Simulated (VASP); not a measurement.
Write the native input for VASP 6.6.1 that does the following.

* Task: single point
* Functional: PBE
* Potentials or basis: VASP PAW PBE potentials, release 64 (Li_sv, Be, Nb_sv)
* Cutoff: 520 eV
* k mesh: 4 × 4 × 4
* Occupations: gaussian, width 0.1 eV
* Spin: no spin polarisation
* Dipole correction: no
* Further INCAR settings: ALGO = Normal; EDIFF = 1e-06; NBANDS = 28

The structure of Li6Be2Nb lies in POSCAR:

```
Li6Be2Nb
1.0
    0.0000000000      4.1903851136      4.1903851136
    4.1903851136      0.0000000000      4.1903851136
    4.1903851136      4.1903851136      0.0000000000
Li Be Nb
6 2 1
Direct
    0.7097200113      0.2902799887      0.2902799887
    0.2902799887      0.7097200113      0.2902799887
    0.2902799887      0.7097200113      0.7097200113
    0.7097200113      0.2902799887      0.7097200113
    0.2902799887      0.2902799887      0.7097200113
    0.7097200113      0.7097200113      0.2902799887
    0.2500000000      0.2500000000      0.2500000000
    0.7500000000      0.7500000000      0.7500000000
    0.0000000000      0.0000000000      0.0000000000
```

These files were run (other wordings do the same):

INCAR

```
  ALGO = Normal
  EDIFF = 1E-6
  ENCUT = 520
  GGA = PE
  ISIF = 2
  ISMEAR = 0
  LASPH = True
  LCHARG = False
  LREAL = False
  LWAVE = False
  NBANDS = 28
  NELM = 100
  PREC = Accurate
  SIGMA = 0.1
```

KPOINTS

```
k-points
0
Gamma
  4 4 4
```

Potentials or basis: VASP PAW PBE potentials, release 64 (Li_sv, Be, Nb_sv).

Launch:

```sh
$ cat potpaw_PBE.64/Li_sv/POTCAR potpaw_PBE.64/Be/POTCAR potpaw_PBE.64/Nb_sv/POTCAR > POTCAR
$ mpirun -np 1 vasp_std > vasp.out
```

Results of the run:

- Largest force: 0.003 eV/Å

Wall time 76 s on 1 thread of Intel(R) Xeon(R) Platinum 8488C (Sapphire Rapids), with other jobs on the host, peak memory 0.32 GiB.
